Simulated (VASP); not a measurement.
A run of VASP 6.6.1:

File INCAR:

```
SYSTEM = NaF
PREC = Accurate
ENCUT = 520
EDIFF = 1E-6
ISMEAR = 0
SIGMA = 0.05
LREAL = .False.
LASPH = .True.
NELM = 80
ALGO = Normal
ISIF = 2
LWAVE = .False.
LCHARG = .False.
GGA = PS
NBANDS = 14
```

The input KPOINTS:

```
Automatic mesh
0
Gamma
  8 8 8
  0 0 0
```

Contents of POSCAR:

```
NaF
1.0
    0.0000000000      2.3233000000      2.3000670000
    2.3233000000      0.0000000000      2.3000670000
    2.3233000000      2.3233000000      0.0000000000
Na F
1 1
Direct
    0.0000000000      0.0000000000      0.0000000000
    0.5000000000      0.5000000000      0.5000000000
```

Potentials or basis: VASP PAW PBE potentials, release 64 (Na_pv, F).

Launch:

```console
$ cat potpaw_PBE.64/Na_pv/POTCAR potpaw_PBE.64/F/POTCAR > POTCAR
$ mpirun -np 1 vasp_std > vasp.out
```

Hardware: 1 thread of Intel(R) Xeon(R) Platinum 8124M CPU @ 3.00GHz (Skylake/Cascade Lake), on a shared host.

Problem. Estimate the wall time of this run.

Solution. Wall time 8.1 s on 1 thread of Intel(R) Xeon(R) Platinum 8124M CPU @ 3.00GHz (Skylake/Cascade Lake) (shared host), peak memory 0.14 GiB. Counts: scf iterations 12, k points 59.
